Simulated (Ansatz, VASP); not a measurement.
AgCl: VASP beside Ansatz

Contents of INCAR:

```
SYSTEM = AgCl
PREC = Accurate ; ENCUT = 520
EDIFF = 1E-7 ; ISMEAR = -1
SIGMA = 0.05 ; LREAL = .False.
LASPH = .True. ; NELM = 60
ALGO = Normal ; ISIF = 2
LWAVE = .False. ; LCHARG = .True.
LELF = .True. ; LVHAR = .True.
NBANDS = 16
```

File KPOINTS:

```
regular mesh
0
Gamma
  8 8 8
  0 0 0
```

File POSCAR:

```
AgCl
1.0
    0.0000000000      2.6791680073      2.6791680073
    2.6791680073      0.0000000000      2.6791680073
    2.6791680073      2.6791680073      0.0000000000
Ag Cl
1 1
Direct
    0.0000000000      0.0000000000      0.0000000000
    0.5000000000      0.5000000000      0.5000000000
```

input.yaml

```yaml
crystal:
  lattice:
    - [0.0, 2.6791680073, 2.6791680073]
    - [2.6791680073, 0.0, 2.6791680073]
    - [2.6791680073, 2.6791680073, 0.0]
  atoms:
    - { symbol: Ag, position: [0.0, 0.0, 0.0] }
    - { symbol: Cl, position: [0.5, 0.5, 0.5] }
hamiltonian:
  xc: lda
  pseudopotentials: { kind: paw }
kpoints:
  mp_grid: { grid: [8, 8, 8] }
scf:
  occupations: { method: fermi_dirac, width: 0.05 }
output:
  forces: true
  stress: true
  eigenvalues: true
  write_density: true
  write_potential: true
  elf: true
  volumetric_format: npy
```

Alike in both runs: task single point; functional LDA; k mesh 8 × 8 × 8; occupations fermi-dirac, width 0.05 eV; no spin polarisation.

|  | VASP | Ansatz |
| --- | --- | --- |
| version | VASP 6.6.1 | Ansatz 0.2.0 |
| potentials or method | VASP PAW LDA potentials, release 64 (Ag, Cl) | Ansatz PAW |
| plane-wave cutoff (eV) | 520 | 420 |
| valence electrons in the cell | 18 | 26 |

```tsv
	VASP	Ansatz	Ansatz less VASP
gap on the k mesh at the Fermi level (eV)	0.65	0.63	-0.028
least direct gap on the mesh (eV)	3.36	3.33	-0.026
pressure (GPa)	-0.1	-0.2	-0.02
```

LDA's correlation is that of Perdew and Zunger in VASP and of Perdew and Wang (1992) in Ansatz. VASP's potentials hold 18 valence electrons a cell and Ansatz's 26, so a difference there can come from the potentials and not from the codes.
